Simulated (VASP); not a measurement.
**WS: single point with r2SCAN+U**

Crystal: WS.

```
W S
1.0
     3.64537    0.00000    0.00000
    -1.82269    3.15698    0.00000
     0.00000    0.00000    6.29347
W S
2 2
Direct
  0.00000 0.00000 0.00000
  0.00000 0.00000 0.50000
  0.33333 0.66667 0.25000
  0.66667 0.33333 0.75000
```

- Program: VASP 6.6.1
- Task: single point
- Functional: r2SCAN
- Potentials or basis: VASP PAW PBE potentials, release 64 (W_sv, S)
- Cutoff: 520 eV
- k mesh: 12 × 12 × 6
- Occupations: gaussian, width 0.1 eV
- Spin: no spin polarisation
- Hubbard terms: W d U = 6.2 eV

```
Pressure               : -11.7 GPa
Band gap on the k mesh : zero (bands 20 and 21 overlap by 1.72 eV)
```

Stress tensor (GPa, compression positive):
```
-14.63   0.00   0.00
  0.00 -14.63   0.00
  0.00   0.00  -5.79
```

Levels at points of the mesh, in eV from the Fermi level:
```tsv
k point	band 16	band 17	band 18	band 19	band 20	band 21	band 22	band 23	band 24	band 25
(0.00, 0.00, 0.00)	-3.16	-2.48	-2.48	-2.40	-1.34	-1.34	1.18	1.33	1.33	2.83
(0.50, 0.00, 0.00)	-4.36	-3.40	-1.90	-0.14	0.09	1.17	2.13	2.21	3.30	3.53
(0.00, 0.00, 0.50)	-4.43	-1.78	-1.78	-1.78	-1.78	-0.29	-0.29	2.97	2.97	2.97
(0.50, 0.00, 0.50)	-5.12	-2.41	-2.41	0.11	0.11	1.78	1.78	1.98	1.98	2.96
```

Eigenvalues of the final occupation matrices:
```tsv
site	spin	trace	eigenvalues
site 1 d	1	1.69	0.13 0.13 0.17 0.63 0.63
site 1 d	2	1.69	0.13 0.13 0.17 0.63 0.63
site 2 d	1	1.69	0.13 0.13 0.17 0.63 0.63
site 2 d	2	1.69	0.13 0.13 0.17 0.63 0.63
```

Wall time 11 min on 1 thread of Intel Xeon 8259CL, on a shared host, peak memory 0.28 GiB.

Caveat: the cell stands under tension; the PAW data sets were made with another functional, which shifts forces and pressure a little; spin-orbit coupling is left out, which moves the levels of the heavy elements; U without spin polarisation on a metal has little footing.
